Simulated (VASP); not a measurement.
# Ge in VASP: further runs

Ge is run at these levels: PBE+D3(BJ); tasks: single point.

Everything below comes from runs of VASP 6.6.1. Logs are shortened: lines on timing, memory, paths and dates and some standing lists are left out, and cuts for length are marked.

## Step 1: The cell of the first run

The cell holds a slab with vacuum, 4 atoms: a = 4.023 Å, b = 4.023 Å, c = 18.869 Å, α = 90.00°, β = 90.00°, γ = 120.00°.

## Step 2: Single point, PBE+D3(BJ) (layers slid over each other)

INCAR

```
  PREC = Accurate
  ENCUT = 520
  EDIFF = 1E-6
  ISMEAR = 0
  SIGMA = 0.1
  LREAL = False
  LASPH = True
  NELM = 100
  ALGO = Normal
  ISIF = 2
  LWAVE = False
  LCHARG = True
  LDIPOL = True
  IDIPOL = 3
  DIPOL = 0.5 0.5 0.368
  GGA = PE
  IVDW = 12
  LELF = True
  LVHAR = True
  LVACPOTAV = True
  NBANDS = 36
```

KPOINTS

```
regular mesh
0
Gamma
  9 9 1
```

POSCAR

```
Ge
1.0
    4.0226895460      0.0000000000      0.0000000000
   -2.0113447730      3.4837513384      0.0000000000
    0.0000000000      0.0000000000     18.8685220369
Ge
4
Direct
    0.3333333333      0.6666666667      0.2747571330
    0.6666666667      0.3333333333      0.2384924474
    0.8888888889      0.1111111111      0.4965159443
    1.2222222222     -0.2222222222      0.4602512588
```

Potentials or basis: VASP PAW PBE potentials, release 64 (Ge_d).

Run with:

```sh
> cat potpaw_PBE.64/Ge_d/POTCAR > POTCAR
> mpirun -np 1 vasp_std > vasp.out
```

OUTCAR:

```text
PREC = Accurate
   ENCUT = 520
   EDIFF = 1E-6
   ISMEAR = 0
   LREAL = False
   LASPH = True
   NELM = 100
   ISIF = 2
   GGA = PE
   IVDW = 12
 IVDW          = 12

 ion  position               nearest neighbor table
   1  0.333  0.667  0.275-   2 2.42   2 2.42   2 2.42
   2  0.667  0.333  0.238-   1 2.42   1 2.42   1 2.42
   3  0.889  0.111  0.497-   4 2.42   4 2.42   4 2.42
   4  0.222  0.778  0.460-   3 2.42   3 2.42   3 2.42

  LATTYP: Found a hexagonal cell.
 ALAT       =     4.0226895460
 C/A-ratio  =     4.6905240440

  Lattice vectors:

 A1 = (   4.0226895460,   0.0000000000,   0.0000000000)
 A2 = (  -2.0113447730,   3.4837513384,   0.0000000000)
 A3 = (   0.0000000000,   0.0000000000,  18.8685220369)

Analysis of symmetry for initial positions (statically):
=====================================================================
 Subroutine PRICEL returns:
 Original cell was already a primitive cell.

 Routine SETGRP: Setting up the symmetry group for a
 hexagonal supercell.

 Subroutine GETGRP returns: Found  4 space group operations
 (whereof  2 operations were pure point group operations)
 out of a pool of 24 trial point group operations.

The static configuration has the point symmetry C_1h.
 The point group associated with its full space group is C_2h.

Analysis of symmetry for dynamics (positions and initial velocities):
=====================================================================
 Subroutine PRICEL returns:
 Original cell was already a primitive cell.

 Routine SETGRP: Setting up the symmetry group for a
 hexagonal supercell.

 Subroutine GETGRP returns: Found  4 space group operations
 (whereof  2 operations were pure point group operations)
 out of a pool of 24 trial point group operations.

The dynamic configuration has the point symmetry C_1h.
 The point group associated with its full space group is C_2h.

 Subroutine INISYM returns: Found  4 space group operations
 (whereof  2 operations are pure point group operations),
 and found     1 'primitive' translations

----------------------------------------------------------------------------------------

                                     Primitive cell

  volume of cell :     264.4244

  direct lattice vectors                    reciprocal lattice vectors
     4.022689546  0.000000000  0.000000000     0.248589902  0.143523447  0.000000000
    -2.011344773  3.483751338  0.000000000     0.000000000  0.287046894  0.000000000
     0.000000000  0.000000000 18.868522037     0.000000000  0.000000000  0.052998322

  length of vectors
     4.022689546  4.022689546 18.868522037     0.287046894  0.287046894  0.052998322

  position of ions in fractional coordinates (direct lattice)
     0.333333333  0.666666667  0.274757133
     0.666666667  0.333333333  0.238492447
     0.888888889  0.111111111  0.496515944
     0.222222222  0.777777778  0.460251259

  ion indices of the primitive-cell ions
   primitive index   ion index
                 1           1
                 2           2
                 3           3
                 4           4

----------------------------------------------------------------------------------------

 KPOINTS: regular mesh

Automatic generation of k-mesh.
 Grid dimensions read from file:
 generate k-points for:    9    9    1

 Generating k-lattice:

  Cartesian coordinates                     Fractional coordinates (reciprocal lattice)
     0.027621100  0.015947050  0.000000000     0.111111111  0.000000000  0.000000000
     0.000000000  0.031894099  0.000000000     0.000000000  0.111111111  0.000000000
     0.000000000  0.000000000  0.052998322     0.000000000  0.000000000  1.000000000

  Length of vectors
     0.031894099  0.031894099  0.052998322

  Shift w.r.t. Gamma in fractional coordinates (k-lattice)
     0.000000000  0.000000000  0.000000000

 Subroutine IBZKPT returns following result:
 ===========================================

 Found     25 irreducible k-points:

 Following reciprocal coordinates:
            Coordinates               Weight
  0.000000  0.000000  0.000000      1.000000
  0.111111  0.000000  0.000000      4.000000
 -0.111111  0.111111  0.000000      2.000000
  0.222222  0.000000  0.000000      4.000000
 -0.222222  0.222222  0.000000      2.000000
  0.333333  0.000000  0.000000      4.000000
[... 16 lines left out ...]
 -0.222222 -0.444444  0.000000      4.000000
  0.444444  0.333333  0.000000      4.000000
   k-points           NKPTS =     25   k-points in BZ     NKDIM =     25   number of bands    NBANDS=     36
   number of dos      NEDOS =    301   number of ions     NIONS =      4
   total plane-waves  NPLWV = 126000
   dimension x,y,z NGX =    30 NGY =   30 NGZ =  140
   dimension x,y,z NGXF=    60 NGYF=   60 NGZF=  280
   ions per type =               4
   NGX,Y,Z   is equivalent  to a cutoff of  12.40, 12.40, 12.34 a.u.
   NGXF,Y,Z  is equivalent  to a cutoff of  24.80, 24.80, 24.67 a.u.
 SYSTEM =  unknown system
   PREC   = accura    normal or accurate (medium, high low for compatibility)
   ISTART =      0    job   : 0-new  1-cont  2-samecut
   ICHARG =      2    charge: 1-file 2-atom 10-const
   ISPIN  =      1    spin polarized calculation?
   LNONCOLLINEAR =      F non collinear calculations
   LSORBIT =      F    spin-orbit coupling
   LASPH  =      T    aspherical Exc in radial PAW
   ENCUT  =  520.0 eV  38.22 Ry    6.18 a.u.   7.48  7.48 35.08*2*pi/ulx,y,z
   NELM   =    100;   NELMIN=  2; NELMDL= -5     # of ELM steps
   EDIFF  = 0.1E-05   stopping-criterion for ELM
   LREAL  =      F    real-space projection
   EDIFFG = 0.1E-04   stopping-criterion for IOM
   NSW    =      0    number of steps for IOM
   IBRION =     -1    ionic relax: 0-MD 1-quasi-New 2-CG
   NFREE  =      0    steps in history (QN), initial steepest desc. (CG)
   ISIF   =      2    stress and relaxation
   ISYM   =      2    0-nonsym 1-usesym 2-fastsym
   POTIM  = 0.5000    time-step for ionic-motion
   TEBEG  =    0.0;   TEEND  =   0.0 temperature during run
   PSTRESS=    0.0 pullay stress
   NELECT =      56.0000    total number of electrons
   NUPDOWN=      -1.0000    fix difference up-down
   EMIN   =  10.00;   EMAX   =-10.00  energy-range for DOS
   EFERMI =   0.00;   METHOD = LEGACY
   ISMEAR =     0;   SIGMA  =   0.10  broadening in eV -4-tet -1-fermi 0-gaus
   EFERMI_NEDOS =   21; number of points for ismear=-14 and -15
   IALGO  =     38    algorithm
   IMIX   =      4    mixing-type and parameters
     AMIX     =   0.40;   BMIX     =  1.00
     AMIX_MAG =   1.60;   BMIX_MAG =  1.00
  volume/ion in A,a.u.               =      66.11       446.11
  Fermi-wavevector in a.u.,A,eV,Ry     =   0.975821  1.844035 12.955840  0.952227
  Thomas-Fermi vector in A             =   2.106391
   LORBIT       =      0    0 simple, 1 ext, 2 COOP (PROOUT), +10 PAW based schemes
   GGA     = PE    functional components
   LHFCALC =     F    Hartree Fock is set to
   AEXX    =    0.0000 exact exchange contribution
   IVDW    =    12    specifies the selected vdW correction
   LEPSILON=     F    determine dielectric tensor
   LRPA    =     F    only Hartree local field effects (RPA)
 non-spin polarized calculation
 Gauss-broadening in eV      SIGMA  =   0.10
  energy-cutoff  :      520.00
  volume of cell :      264.42
 maximum number of plane-waves:      7165
 NGX is ok and might be reduce to    30
   NGX = 15   NGY = 15   NGZ = 71

 dipolmoment           0.000000      0.000000      0.000001 electrons x Angstroem

 number of electron      55.9999981 magnetization

 dipolmoment           0.000000      0.000000     -0.000004 electrons x Angstroem

 Free energy of the ion-electron system (eV)
  ---------------------------------------------------
  ext. energy  EPLUGINS =         0.00000000
  ---------------------------------------------------
  free energy    TOTEN  =       -16.29224384 eV

  energy without entropy =      -16.29103631  energy(sigma->0) =      -16.29164008

 E-fermi :  -1.3767     XC(G=0):  -4.3529

 val. band max:       -1.4768995312   @ k =   0.3333   0.3333   0.0000
 cond. band min:      -1.2816146271   @ k =   0.3333   0.3333   0.0000
 fundamental gap:      0.1952849041
 Fermi energy:        -1.3767291109

 k-point     1 :       0.0000    0.0000    0.0000
  band No.  band energies     occupation
      1     -25.8758      2.00000
      2     -25.8758      2.00000
      3     -25.8757      2.00000
      4     -25.8755      2.00000
      5     -25.8297      2.00000
      6     -25.8260      2.00000
[... 28 lines left out ...]
     35       2.5727      0.00000
     36       2.5990      0.00000

 k-point     2 :       0.1111    0.0000    0.0000
  band No.  band energies     occupation
      1     -25.8823      2.00000
      2     -25.8817      2.00000
      3     -25.8803      2.00000
      4     -25.8800      2.00000
      5     -25.8406      2.00000
      6     -25.8371      2.00000
[... 28 lines left out ...]
     35       2.9819      0.00000
     36       3.0769      0.00000

 k-point     3 :      -0.1111    0.1111    0.0000
  band No.  band energies     occupation
      1     -25.8824      2.00000
      2     -25.8815      2.00000
      3     -25.8804      2.00000
      4     -25.8801      2.00000
      5     -25.8404      2.00000
      6     -25.8374      2.00000
[... 28 lines left out ...]
     35       3.0187      0.00000
     36       3.0692      0.00000
[... 742 lines left out ...]
 k-point    23 :      -0.2222   -0.4444    0.0000
  band No.  band energies     occupation
      1     -25.9142      2.00000
      2     -25.9141      2.00000
      3     -25.8869      2.00000
      4     -25.8843      2.00000
      5     -25.8765      2.00000
      6     -25.8748      2.00000
[... 28 lines left out ...]
     35       4.5057      0.00000
     36       5.3622      0.00000

 k-point    24 :       0.4444    0.3333    0.0000
  band No.  band energies     occupation
      1     -25.9142      2.00000
      2     -25.9141      2.00000
      3     -25.8868      2.00000
      4     -25.8846      2.00000
      5     -25.8766      2.00000
      6     -25.8747      2.00000
[... 28 lines left out ...]
     35       4.4444      0.00000
     36       5.3153      0.00000

 [... further k-points ...]

------------------------ aborting loop because EDIFF is reached ----------------------------------------

 Edisp (eV)   -0.84926

 E8    (eV) :    -0.3916

  FORCE on cell =-STRESS in cart. coord.  units (eV):
  Direction    XX          YY          ZZ          XY          YZ          ZX
  --------------------------------------------------------------------------------------
  -------------------------------------------------------------------------------------
  Total      -0.13412    -0.02818    -1.20340     0.09175    -0.17776     0.30789
  in kB      -0.81263    -0.17073    -7.29152     0.55590    -1.07709     1.86557
  external pressure =       -2.76 kB  Pullay stress =        0.00 kB

 VOLUME and BASIS-vectors are now :
 -----------------------------------------------------------------------------
  energy-cutoff  :      520.00
  volume of cell :      264.42
      direct lattice vectors                 reciprocal lattice vectors
     4.022689546  0.000000000  0.000000000     0.248589902  0.143523447  0.000000000
    -2.011344773  3.483751338  0.000000000     0.000000000  0.287046894  0.000000000
     0.000000000  0.000000000 18.868522037     0.000000000  0.000000000  0.052998322

 POSITION                                       TOTAL-FORCE (eV/Angst)
 -----------------------------------------------------------------------------------
     -0.00000      2.32250      5.18426        -0.076656      0.044257      0.349501
      2.01134      1.16125      4.50000        -0.008158      0.004710     -0.013076
      3.35224      0.38708      9.36852         0.008158     -0.004710      0.013076
     -0.67045      2.70958      8.68426         0.076656     -0.044257     -0.349501
 -----------------------------------------------------------------------------------
    total drift:                                0.000004     -0.000004      0.000031

  FREE ENERGIE OF THE ION-ELECTRON SYSTEM (eV)
  ---------------------------------------------------
  free  energy   TOTEN  =       -17.1415069209 eV

  energy  without entropy=      -17.1402993928  energy(sigma->0) =      -17.14090316

 vacuum level on the upper side and lower side of the slab         3.137         3.137
```

It took 12 min on 1 thread of Intel Xeon 8259CL, shared host; peak memory 0.45 GiB.

Results:

```yaml
Free_energy: -17.1415 eV
Largest_force: 0.361 eV/Å
Band_gap_on_the_k_mesh: 0.20 eV
Dispersion_energy_per_atom: -0.212 eV
```

Forces in eV/Å, atoms in the order of the input:
```
Ge  -0.077  0.044  0.350
Ge  -0.008  0.005 -0.013
Ge   0.008 -0.005  0.013
Ge   0.077 -0.044 -0.350
```

Levels at points of the mesh, in eV from the valence-band top:
| k point | band 26 | band 27 | band 28 | band 29 | band 30 | band 31 |
| --- | --- | --- | --- | --- | --- | --- |
| (0.00, 0.00, 0.00) | -0.34 | -0.34 | -0.27 | 0.60 | 0.81 | 2.08 |

Caveat: the cell differs from its parent crystal (layers slid over each other).

## Step 3: Single point, PBE+D3(BJ) (layers slid over each other)

INCAR

```
SYSTEM = Ge
PREC = Accurate ; ENCUT = 520
EDIFF = 1E-6 ; ISMEAR = 0
SIGMA = 0.1 ; LREAL = .False.
LASPH = .True. ; NELM = 80
ALGO = Normal ; ISIF = 2
LWAVE = .False. ; LCHARG = .False.
LDIPOL = .True. ; IDIPOL = 3
DIPOL = 0.5 0.5 0.381 ; GGA = PE
IVDW = 12 ; NBANDS = 36
```

KPOINTS

```
regular mesh
0
Gamma
  9 9 1
  0 0 0
```

Changes to POSCAR since step 2:

```diff
@@ -10,3 +10,3 @@
     0.6666666667      0.3333333333      0.2384924474
-    0.8888888889      0.1111111111      0.4965159443
-    1.2222222222     -0.2222222222      0.4602512588
+    0.8888888889      0.1111111111      0.5240750716
+    1.2222222222     -0.2222222222      0.4878103860
```

Potentials or basis: VASP PAW PBE potentials, release 64 (Ge_d).

Run with:

```sh
> cat potpaw_PBE.64/Ge_d/POTCAR > POTCAR
> mpirun -np 1 vasp_std > vasp.out
```

Run time: 12 min. Hardware: 1 thread of Intel Xeon 8259CL, shared host; peak memory 0.45 GiB.

The run converged. Its results:

- Free energy: -16.9982 eV
- Largest force: 0.194 eV/Å
- Band gap on the k mesh: 0.11 eV
- Dispersion energy per atom: -0.196 eV

Forces in eV/Å, atoms in the order of the input:
```
Ge  -0.029  0.017  0.191
Ge  -0.001  0.001  0.025
Ge   0.001 -0.001 -0.025
Ge   0.029 -0.017 -0.191
```

Levels at points of the mesh, in eV from the valence-band top:
| k point | band 24 | band 25 | band 26 | band 27 | band 28 | band 29 | band 30 | band 31 | band 32 | band 33 |
| --- | --- | --- | --- | --- | --- | --- | --- | --- | --- | --- |
| (0.00, 0.00, 0.00) | -3.15 | -0.41 | -0.39 | -0.39 | -0.36 | 0.57 | 0.72 | 2.01 | 3.35 | 3.94 |

Caveat: the cell differs from its parent crystal (layers slid over each other).

## Step 4: Single point, PBE+D3(BJ) (layers slid over each other)

INCAR

```
SYSTEM = Ge
PREC     = Accurate       ! precision mode
ENCUT    = 520            ! plane-wave cutoff, eV
EDIFF    = 1E-6           ! SCF threshold, eV
ISMEAR   = 0              ! smearing method
SIGMA    = 0.1            ! smearing width, eV
LREAL    = .False.        ! projectors in reciprocal space
LASPH    = .True.         ! aspherical terms in the spheres
NELM     = 60             ! most SCF steps
ALGO     = Normal         ! electronic algorithm
ISIF     = 2              ! what is computed and relaxed
LWAVE    = .False.        ! write WAVECAR
LCHARG   = .False.        ! write CHGCAR
LDIPOL   = .True.       
IDIPOL   = 3            
DIPOL    = 0.5 0.5 0.399
GGA      = PE             ! functional
IVDW     = 12             ! dispersion correction
NBANDS   = 36             ! bands
```

KPOINTS is that of step 3.

Changes to POSCAR since step 3:

```diff
@@ -10,3 +10,3 @@
     0.6666666667      0.3333333333      0.2384924474
-    0.8888888889      0.1111111111      0.5240750716
-    1.2222222222     -0.2222222222      0.4878103860
+    0.8888888889      0.1111111111      0.5601139303
+    1.2222222222     -0.2222222222      0.5238492447
```

Run with:

```sh
> cat potpaw_PBE.64/Ge_d/POTCAR > POTCAR
> mpirun -np 1 vasp_std > vasp.out
```

It took 12 min on 1 thread of Intel Xeon 8259CL, shared host; peak memory 0.45 GiB.

Results (log left out):

```
Free energy                : -16.8910 eV
Largest force              : 0.089 eV/Å
Band gap on the k mesh     : 0.04 eV
Dispersion energy per atom : -0.180 eV
```

Forces in eV/Å, atoms in the order of the input:
```
Ge  -0.007  0.004  0.089
Ge   0.000  0.000  0.021
Ge   0.000  0.000 -0.021
Ge   0.007 -0.004 -0.089
```

Levels at points of the mesh, in eV from the valence-band top:
```tsv
k point	band 24	band 25	band 26	band 27	band 28	band 29	band 30	band 31	band 32	band 33
(0.00, 0.00, 0.00)	-3.37	-0.43	-0.42	-0.42	-0.42	0.56	0.65	2.00	3.00	3.92
```

Caveat: the cell differs from its parent crystal (layers slid over each other).

## Step 5: Overview

| cell | gap on the mesh (eV) | largest force (eV/Å) |
| --- | --- | --- |
| as given, atomic positions A | 0.20 | 0.36 |
| as given, atomic positions B | 0.11 | 0.19 |
| as given, atomic positions C | 0.04 | 0.09 |

Alike in all rows: task single point; level PBE+D3(BJ); potentials or basis VASP PAW PBE potentials, release 64 (Ge_d); no spin polarisation; k mesh 9 × 9 × 1; cutoff (eV) 520; smearing gaussian 0.1 eV.

Total energies depend on the potentials used, so only differences within one code and one set of settings carry meaning.
